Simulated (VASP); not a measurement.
Write the native input for VASP 6.6.1 that does the following.

```yaml
Task: relaxation of shape and atoms at fixed volume
Functional: PBE
Potentials_or_basis: VASP PAW PBE potentials, release 64 (Ba_sv, Te)
Cutoff: 600 eV
k_mesh: 6 × 6 × 4
Occupations: gaussian, width 0.02 eV
Spin: no spin polarisation
Dipole_correction: no
Further_INCAR_settings: ALGO = Normal; EDIFF = 1e-06; IBRION = 2; EDIFFG = -0.01; NSW = 50; ISIF = 4
```

The structure of BaTe lies in POSCAR:

```
BaTe
1.0
    4.9463451652      0.0000000000      0.0000000000
   -2.4731725826      4.2836605690      0.0000000000
    0.0000000000      0.0000000000      8.6749746034
Ba Te
2 2
Direct
    0.0000000000      0.0000000000      0.0000000000
    0.0000000000      0.0000000000      0.5000000000
    0.3333333333      0.6666666667      0.7500000000
    0.6666666667      0.3333333333      0.2500000000
```

These files were run (other wordings do the same):

INCAR

```
  PREC = Accurate
  ENCUT = 600
  EDIFF = 1E-6
  ISMEAR = 0
  SIGMA = 0.02
  LREAL = F
  LASPH = T
  NELM = 60
  ALGO = Normal
  ISIF = 4
  LWAVE = F
  LCHARG = F
  GGA = PE
  IBRION = 2
  NSW = 50
  EDIFFG = -0.01
```

KPOINTS

```
Automatic mesh
0
Gamma
  6 6 4
```

Potentials or basis: VASP PAW PBE potentials, release 64 (Ba_sv, Te).

The run is started by

```bash
$ cat potpaw_PBE.64/Ba_sv/POTCAR potpaw_PBE.64/Te/POTCAR > POTCAR
$ mpirun -np 1 vasp_std > vasp.out
```

It gave:

```json
{
 "Energy gained by relaxing": "0.0 meV/atom",
 "Ionic steps": "2",
 "Pressure after relaxing": "-0.5 GPa",
 "Band gap on the k mesh": "1.71 eV (least direct gap 1.76 eV)"
}
```

Caveat: spin-orbit coupling is left out, which moves the levels of the heavy elements.

Wall time 56 s on 1 thread of Intel(R) Xeon(R) 6975P-C (Granite Rapids) (shared host), peak memory 0.38 GiB.
